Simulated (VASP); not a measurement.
# C (R-3m) in VASP: notebook

C is run at these levels: PBE+D3(BJ), SVWN5; tasks: single point.

All numbers are computed with VASP 6.6.1; they aren't measurements. Logs are shortened: lines on timing, memory, paths and dates and some standing lists are left out, and cuts for length are marked.

## Step 1: The cell of the first run

Symmetry: R-3m, No. 166, trigonal system. Conventional cell: a = 2.466 Å, b = 2.466 Å, c = 20.701 Å, α = 90.00°, β = 90.00°, γ = 120.00°. C (site symmetry 3m) has 3 C at 1.42 Å within 1.9 Å. Within 1.9 Å of C (site symmetry 3m) lie 3 C at 1.42 Å.

## Step 2: Single point, PBE+D3(BJ)

INCAR reads:

```
ALGO = Normal ; EDIFF = 1E-6
ENCUT = 520 ; GGA = PE
ISIF = 2 ; ISMEAR = 1
IVDW = 12 ; LASPH = T
LCHARG = F ; LREAL = F
LWAVE = F ; NBANDS = 16
NELM = 60 ; PREC = Accurate
SIGMA = 0.1
```

KPOINTS reads:

```
k-points
0
Gamma
  12 12 12
```

POSCAR reads:

```
C
1.0
    1.2328257528      0.7117722803      6.9002832327
   -1.2328257528      0.7117722803      6.9002832327
    0.0000000000     -1.4235445605      6.9002832327
C
4
Direct
    0.0816689315      0.0816689315      0.0816689315
    0.7483583147      0.7483583147      0.7483583147
    0.2516416853      0.2516416853      0.2516416853
    0.9183310685      0.9183310685      0.9183310685
```

Potentials or basis: VASP PAW PBE potentials, release 64 (C).

Run with:

```sh
$ cat potpaw_PBE.64/C/POTCAR > POTCAR
$ mpirun -np 1 vasp_std > vasp.out
```

OUTCAR:

```text
EDIFF = 1E-6
   ENCUT = 520
   GGA = PE
   ISIF = 2
   ISMEAR = 1
   IVDW = 12
   LASPH = T
   LREAL = F
   NELM = 60
   PREC = Accurate
 IVDW          = 12

 ion  position               nearest neighbor table
   1  0.082  0.082  0.082-   2 1.42   2 1.42   2 1.42
   2  0.748  0.748  0.748-   1 1.42   1 1.42   1 1.42
   3  0.252  0.252  0.252-   4 1.42   4 1.42   4 1.42
   4  0.918  0.918  0.918-   3 1.42   3 1.42   3 1.42

  LATTYP: Found a trigonal (rhomboedric) cell.
 ALAT       =     7.0455935028
 COS(alpha) =     0.9387652110

  Lattice vectors:

 A1 = (   1.2328257528,   0.7117722803,   6.9002832327)
 A2 = (  -1.2328257528,   0.7117722803,   6.9002832327)
 A3 = (   0.0000000000,  -1.4235445605,   6.9002832327)

Analysis of symmetry for initial positions (statically):
=====================================================================
 Subroutine PRICEL returns:
 Original cell was already a primitive cell.

 Routine SETGRP: Setting up the symmetry group for a
 trigonal (rhombohedral) supercell.

 Subroutine GETGRP returns: Found 12 space group operations
 (whereof 12 operations were pure point group operations)
 out of a pool of 12 trial point group operations.

The static configuration has the point symmetry D_3d.

Analysis of symmetry for dynamics (positions and initial velocities):
=====================================================================
 Subroutine PRICEL returns:
 Original cell was already a primitive cell.

 Routine SETGRP: Setting up the symmetry group for a
 trigonal (rhombohedral) supercell.

 Subroutine GETGRP returns: Found 12 space group operations
 (whereof 12 operations were pure point group operations)
 out of a pool of 12 trial point group operations.

The dynamic configuration has the point symmetry D_3d.

 Subroutine INISYM returns: Found 12 space group operations
 (whereof 12 operations are pure point group operations),
 and found     1 'primitive' translations

----------------------------------------------------------------------------------------

                                     Primitive cell

  volume of cell :      36.3296

  direct lattice vectors                    reciprocal lattice vectors
     1.232825753  0.711772280  6.900283233     0.405572319  0.234157288  0.048307196
    -1.232825753  0.711772280  6.900283233    -0.405572319  0.234157288  0.048307196
     0.000000000 -1.423544560  6.900283233     0.000000000 -0.468314576  0.048307196

  length of vectors
     7.045593503  7.045593503  7.045593503     0.470799455  0.470799455  0.470799455

  position of ions in fractional coordinates (direct lattice)
     0.081668931  0.081668931  0.081668931
     0.748358315  0.748358315  0.748358315
     0.251641685  0.251641685  0.251641685
     0.918331069  0.918331069  0.918331069

  ion indices of the primitive-cell ions
   primitive index   ion index
                 1           1
                 2           2
                 3           3
                 4           4

----------------------------------------------------------------------------------------

 KPOINTS: k-points

Automatic generation of k-mesh.
 Grid dimensions read from file:
 generate k-points for:   12   12   12

 Generating k-lattice:

  Cartesian coordinates                     Fractional coordinates (reciprocal lattice)
     0.033797693  0.019513107  0.004025600     0.083333333 -0.000000000 -0.000000000
    -0.033797693  0.019513107  0.004025600    -0.000000000  0.083333333 -0.000000000
     0.000000000 -0.039026215  0.004025600     0.000000000  0.000000000  0.083333333

  Length of vectors
     0.039233288  0.039233288  0.039233288

  Shift w.r.t. Gamma in fractional coordinates (k-lattice)
     0.000000000  0.000000000  0.000000000

 Subroutine IBZKPT returns following result:
 ===========================================

 Found    189 irreducible k-points:

 Following reciprocal coordinates:
            Coordinates               Weight
  0.000000  0.000000  0.000000      1.000000
  0.083333  0.000000  0.000000      6.000000
  0.166667  0.000000  0.000000      6.000000
  0.250000 -0.000000  0.000000      6.000000
  0.333333 -0.000000  0.000000      6.000000
  0.416667  0.000000  0.000000      6.000000
[... 16 lines left out ...]
  0.500000  0.166667  0.000000     12.000000
 -0.416667  0.166667  0.000000     12.000000
 [... further k-points ...]
   k-points           NKPTS =    189   k-points in BZ     NKDIM =    189   number of bands    NBANDS=     16
   number of dos      NEDOS =    301   number of ions     NIONS =      4
   total plane-waves  NPLWV = 157464
   dimension x,y,z NGX =    54 NGY =   54 NGZ =   54
   dimension x,y,z NGXF=   108 NGYF=  108 NGZF=  108
   ions per type =               4
   NGX,Y,Z   is equivalent  to a cutoff of  12.74, 12.74, 12.74 a.u.
   NGXF,Y,Z  is equivalent  to a cutoff of  25.48, 25.48, 25.48 a.u.
 SYSTEM =  unknown system
   PREC   = accura    normal or accurate (medium, high low for compatibility)
   ISTART =      0    job   : 0-new  1-cont  2-samecut
   ICHARG =      2    charge: 1-file 2-atom 10-const
   ISPIN  =      1    spin polarized calculation?
   LNONCOLLINEAR =      F non collinear calculations
   LSORBIT =      F    spin-orbit coupling
   LASPH  =      T    aspherical Exc in radial PAW
   ENCUT  =  520.0 eV  38.22 Ry    6.18 a.u.  13.10 13.10 13.10*2*pi/ulx,y,z
   NELM   =     60;   NELMIN=  2; NELMDL= -5     # of ELM steps
   EDIFF  = 0.1E-05   stopping-criterion for ELM
   LREAL  =      F    real-space projection
   EDIFFG = 0.1E-04   stopping-criterion for IOM
   NSW    =      0    number of steps for IOM
   IBRION =     -1    ionic relax: 0-MD 1-quasi-New 2-CG
   NFREE  =      0    steps in history (QN), initial steepest desc. (CG)
   ISIF   =      2    stress and relaxation
   ISYM   =      2    0-nonsym 1-usesym 2-fastsym
   POTIM  = 0.5000    time-step for ionic-motion
   TEBEG  =    0.0;   TEEND  =   0.0 temperature during run
   PSTRESS=    0.0 pullay stress
   NELECT =      16.0000    total number of electrons
   NUPDOWN=      -1.0000    fix difference up-down
   EMIN   =  10.00;   EMAX   =-10.00  energy-range for DOS
   EFERMI =   0.00;   METHOD = LEGACY
   ISMEAR =     1;   SIGMA  =   0.10  broadening in eV -4-tet -1-fermi 0-gaus
   EFERMI_NEDOS =   21; number of points for ismear=-14 and -15
   IALGO  =     38    algorithm
   IMIX   =      4    mixing-type and parameters
     AMIX     =   0.40;   BMIX     =  1.00
     AMIX_MAG =   1.60;   BMIX_MAG =  1.00
  volume/ion in A,a.u.               =       9.08        61.29
  Fermi-wavevector in a.u.,A,eV,Ry     =   1.245550  2.353748 21.108009  1.551395
  Thomas-Fermi vector in A             =   2.379767
   LORBIT       =      0    0 simple, 1 ext, 2 COOP (PROOUT), +10 PAW based schemes
   GGA     = PE    functional components
   LHFCALC =     F    Hartree Fock is set to
   AEXX    =    0.0000 exact exchange contribution
   IVDW    =    12    specifies the selected vdW correction
   LEPSILON=     F    determine dielectric tensor
   LRPA    =     F    only Hartree local field effects (RPA)
 non-spin polarized calculation
 Methfessel and Paxton  Order N= 1 SIGMA  =   0.10
  energy-cutoff  :      520.00
  volume of cell :       36.33
 maximum number of plane-waves:      1002
 NGX is ok and might be reduce to    54
   NGX = 27   NGY = 27   NGZ = 27

 number of electron      16.0000000 magnetization

 Free energy of the ion-electron system (eV)
  ---------------------------------------------------
  ext. energy  EPLUGINS =         0.00000000
  ---------------------------------------------------
  free energy    TOTEN  =       -36.84593614 eV

  energy without entropy =      -36.84612223  energy(sigma->0) =      -36.84599817

 E-fermi :   4.3887     XC(G=0): -10.1217

 val. band max:        4.2980511981   @ k =  -0.3333   0.3333   0.0000
 cond. band min:       4.5734392911   @ k =  -0.3333   0.3333   0.0000
 fundamental gap:      0.2753880930
 Fermi energy:         4.3886728569

 k-point     1 :       0.0000    0.0000    0.0000
  band No.  band energies     occupation
      1     -15.1860      2.00000
      2     -14.9414      2.00000
      3      -3.9662      2.00000
      4      -2.2505      2.00000
      5       1.4214      2.00000
      6       1.4214      2.00000
[... 8 lines left out ...]
     15      15.8531      0.00000
     16      15.8974      0.00000

 k-point     2 :       0.0833    0.0000    0.0000
  band No.  band energies     occupation
      1     -15.0201      2.00000
      2     -14.7790      2.00000
      3      -3.7631      2.00000
      4      -2.0652      2.00000
      5       0.7642      2.00000
      6       0.7781      2.00000
[... 8 lines left out ...]
     15      15.2838      0.00000
     16      15.3502      0.00000

 k-point     3 :       0.1667    0.0000    0.0000
  band No.  band energies     occupation
      1     -14.5246      2.00000
      2     -14.2934      2.00000
      3      -3.1586      2.00000
      4      -1.5152      2.00000
      5      -0.8845      2.00000
      6      -0.8517      2.00000
[... 8 lines left out ...]
     15      15.3023      0.00000
     16      15.3206      0.00000

 k-point     4 :       0.2500   -0.0000    0.0000
  band No.  band energies     occupation
      1     -13.7053      2.00000
      2     -13.4902      2.00000
      3      -2.9964      2.00000
      4      -2.9399      2.00000
      5      -2.1700      2.00000
      6      -0.6211      2.00000
[... 8 lines left out ...]
     15      17.8486      0.00000
     16      17.8683      0.00000
[... 324 lines left out ...]
 k-point    22 :       0.4167    0.1667    0.0000
  band No.  band energies     occupation
      1     -12.0898      2.00000
      2     -11.9255      2.00000
      3      -5.0743      2.00000
      4      -4.9939      2.00000
      5      -3.0176      2.00000
      6      -3.0060      2.00000
[... 8 lines left out ...]
     15      17.1333      0.00000
     16      17.7532      0.00000

 k-point    23 :       0.5000    0.1667    0.0000
  band No.  band energies     occupation
      1     -10.7002      2.00000
      2     -10.5617      2.00000
      3      -7.0029      2.00000
      4      -6.8880      2.00000
      5      -3.5966      2.00000
      6      -3.5790      2.00000
[... 8 lines left out ...]
     15      17.6305      0.00000
     16      18.8259      0.00000

 k-point    24 :      -0.4167    0.1667    0.0000
  band No.  band energies     occupation
      1      -9.4580      2.00000
      2      -9.3396      2.00000
      3      -8.4240      2.00000
      4      -8.3318      2.00000
      5      -3.7840      2.00000
      6      -3.7611      2.00000
[... 8 lines left out ...]
     15      16.5516      0.00000
     16      18.7176      0.00000

 [... further k-points ...]

------------------------ aborting loop because EDIFF is reached ----------------------------------------

 Edisp (eV)   -0.60482

 E8    (eV) :    -0.1708

  FORCE on cell =-STRESS in cart. coord.  units (eV):
  Direction    XX          YY          ZZ          XY          YZ          ZX
  --------------------------------------------------------------------------------------
  -------------------------------------------------------------------------------------
  Total       0.07194     0.07194    -0.03395     0.00000    -0.00000     0.00000
  in kB       3.17249     3.17249    -1.49732     0.00000    -0.00000     0.00000
  external pressure =        1.62 kB  Pullay stress =        0.00 kB

 VOLUME and BASIS-vectors are now :
 -----------------------------------------------------------------------------
  energy-cutoff  :      520.00
  volume of cell :       36.33
      direct lattice vectors                 reciprocal lattice vectors
     1.232825753  0.711772280  6.900283233     0.405572319  0.234157288  0.048307196
    -1.232825753  0.711772280  6.900283233    -0.405572319  0.234157288  0.048307196
     0.000000000 -1.423544560  6.900283233     0.000000000 -0.468314576  0.048307196

 POSITION                                       TOTAL-FORCE (eV/Angst)
 -----------------------------------------------------------------------------------
      0.00000      0.00000      1.69062         0.000000     -0.000000     -0.001133
      0.00000      0.00000     15.49165         0.000000     -0.000000     -0.001317
      0.00000      0.00000      5.20920         0.000000      0.000000      0.001317
      0.00000      0.00000     19.01023         0.000000      0.000000      0.001133
 -----------------------------------------------------------------------------------
    total drift:                                0.000000      0.000000      0.000000

  FREE ENERGIE OF THE ION-ELECTRON SYSTEM (eV)
  ---------------------------------------------------
  free  energy   TOTEN  =       -37.4507571705 eV

  energy  without entropy=      -37.4509432545  energy(sigma->0) =      -37.45081920
```

It took 15 min on 1 thread of Intel Xeon Platinum 8375C at 2.90GHz (Ice Lake), shared host; peak memory 0.39 GiB.

Results:

| Property | Result |
| --- | --- |
| Free energy | -37.4508 eV |
| Pressure | 0.2 GPa |
| Band gap on the k mesh | 0.28 eV, direct |
| Dispersion energy per atom | -0.151 eV |

Stress tensor (GPa, compression positive):
```
 0.32  0.00  0.00
 0.00  0.32  0.00
 0.00  0.00 -0.15
```

Levels at points of the mesh, in eV from the valence-band top:
| k point | band 5 | band 6 | band 7 | band 8 | band 9 | band 10 | band 11 | band 12 |
| --- | --- | --- | --- | --- | --- | --- | --- | --- |
| (0.00, 0.00, 0.00) | -2.88 | -2.88 | -2.87 | -2.87 | 4.21 | 8.47 | 8.47 | 8.48 |
| (0.50, 0.00, 0.00) | -6.26 | -6.25 | -2.66 | -1.78 | 1.36 | 2.38 | 7.51 | 7.55 |
| (0.50, 0.50, 0.00) | -6.28 | -6.23 | -2.33 | -2.14 | 1.67 | 2.02 | 7.37 | 7.69 |
| (0.50, 0.50, 0.50) | -2.89 | -2.89 | -2.87 | -2.87 | 6.46 | 6.83 | 8.45 | 8.45 |

## Step 3: Single point, SVWN5

This run uses another cell than the first one, of 10.91 Å³/atom, 1.201 times its volume.

INCAR reads:

```
  ALGO = Normal
  EDIFF = 1E-6
  ENCUT = 520
  GGA = VW
  ISIF = 2
  ISMEAR = -1
  LASPH = T
  LCHARG = F
  LREAL = F
  LWAVE = F
  NBANDS = 16
  NELM = 100
  PREC = Accurate
  SIGMA = 0.1
```

KPOINTS is that of step 2.

POSCAR reads:

```
C
1.0
    1.2331880975      0.7119814801      8.2826151019
   -1.2331880975      0.7119814801      8.2826151019
    0.0000000000     -1.4239629601      8.2826151019
C
4
Direct
    0.0871730800      0.0871730800      0.0871730800
    0.7538500600      0.7538500600      0.7538500600
    0.2461499400      0.2461499400      0.2461499400
    0.9128269200      0.9128269200      0.9128269200
```

Potentials or basis: VASP PAW PBE potentials, release 64 (C).

Run with:

```sh
$ cat potpaw_PBE.64/C/POTCAR > POTCAR
$ mpirun -np 1 vasp_std > vasp.out
```

It took 19 min on 1 thread of Intel Xeon Platinum 8375C at 2.90GHz (Ice Lake), shared host; peak memory 0.42 GiB.

Results (log left out):

```yaml
Free_energy: -40.4816 eV
Pressure: -5.5 GPa
Largest_force: 0.008 eV/Å
Band_gap_on_the_k_mesh: 0.19 eV, direct
```

Forces in eV/Å, atoms in the order of the input:
```
C    0.000  0.000  0.008
C    0.000  0.000  0.000
C    0.000  0.000  0.000
C    0.000  0.000 -0.008
```

Stress tensor (GPa, compression positive):
```
-7.74  0.00  0.00
 0.00 -7.74  0.00
 0.00  0.00 -0.97
```

Levels at points of the mesh, in eV from the valence-band top:
```tsv
k point	band 6	band 7	band 8	band 9	band 10	band 11
(0.00, 0.00, 0.00)	-2.94	-2.94	-2.94	2.88	6.49	8.36
(0.50, 0.00, 0.00)	-6.31	-2.42	-2.09	1.48	1.97	7.53
(0.50, 0.50, 0.00)	-6.31	-2.36	-2.16	1.57	1.86	7.51
(0.50, 0.50, 0.50)	-2.95	-2.94	-2.94	4.10	4.48	8.36
```

Caveat: the PAW data sets were made with another functional, which shifts forces and pressure a little. A k mesh can miss the band edges.
